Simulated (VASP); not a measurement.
Input of a VASP 6.6.1 run:

INCAR

```
ALGO     = Normal         # electronic algorithm
EDIFF    = 1E-7           # SCF threshold, eV
ENCUT    = 520            # plane-wave cutoff, eV
GGA      = RP             # functional
ISIF     = 2              # what is computed and relaxed
ISMEAR   = -1             # smearing method
IVDW     = 13             # dispersion correction
LASPH    = T              # aspherical terms in the spheres
LCHARG   = F              # write CHGCAR
LREAL    = F              # projectors in reciprocal space
LWAVE    = F              # write WAVECAR
NBANDS   = 11             # bands
NELM     = 80             # most SCF steps
PREC     = Accurate       # precision mode
SIGMA    = 0.02           # smearing width, eV
```

File KPOINTS:

```
k-points
0
Gamma
  9 9 9
```

File POSCAR:

```
NaH
1.0
    0.0000000000      2.4236236676      2.4236236676
    2.4236236676      0.0000000000      2.4236236676
    2.4236236676      2.4236236676      0.0000000000
Na H
1 1
Direct
    0.0000000000      0.0000000000      0.0000000000
    0.5000000000      0.5000000000      0.5000000000
```

Potentials or basis: VASP PAW PBE potentials, release 64 (Na_pv, H).

Launch:

```sh
$ cat potpaw_PBE.64/Na_pv/POTCAR potpaw_PBE.64/H/POTCAR > POTCAR
$ mpirun -np 1 vasp_std > vasp.out
```

(1) What does it give for the dispersion energy per atom?

(2) Predict the pressure.

## Answers

(1) -0.120 eV.

(2) 0.0 GPa.

Caveat: the PAW data sets were made with another functional, which shifts forces and pressure a little.
